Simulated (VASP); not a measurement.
Al:

```
CELL_PARAMETERS angstrom
4.56885 0.00000 0.00000
0.00000 4.56885 0.00000
0.00000 0.00000 4.56885
ATOMIC_POSITIONS crystal
Al 0.25000 0.00000 0.50000
Al 0.75000 0.00000 0.50000
Al 0.50000 0.25000 0.00000
Al 0.50000 0.75000 0.00000
Al 0.00000 0.50000 0.25000
Al 0.00000 0.50000 0.75000
```

```yaml
Program: VASP 6.6.1
Task: relaxation of cell and atoms
Functional: PBE
Potentials_or_basis: VASP PAW PBE potentials, release 64 (Al)
Cutoff: 600 eV
k_mesh: 4 × 4 × 4
Occupations: gaussian, width 0.1 eV
Spin: no spin polarisation
```

At the start: pressure 25.2 GPa; volume 15.90 Å³/atom.

Where does the relaxation end?

Over 3 steps the energy falls by 310.1 meV/atom and the volume is 20.74 Å³/atom (+30.5 %); space group Pm-3n (No. 223, to 0.05 Å).

The path:
| step | energy change (eV) | largest force (eV/Å) | pressure (GPa) | volume (Å³) |
| --- | --- | --- | --- | --- |
| 1 | 0.0000 | 0.0000 | 25.24 | 95.37 |
| 2 | -1.7582 | 0.0000 | -3.35 | 134.29 |
| 3 | -1.8605 | 0.0000 | 0.28 | 124.41 |

Final structure:
```xyz
6
Lattice="4.9922 0.0000 0.0000 0.0000 4.9922 0.0000 0.0000 0.0000 4.9922" Properties=species:S:1:pos:R:3 pbc="T T T"
Al    1.2480    0.0000    2.4961
Al    3.7441    0.0000    2.4961
Al    2.4961    1.2480    0.0000
Al    2.4961    3.7441    0.0000
Al    0.0000    2.4961    1.2480
Al    0.0000    2.4961    3.7441
```

Caveat: the volume moved by over 15 % at a fixed basis, so the end points are rough.
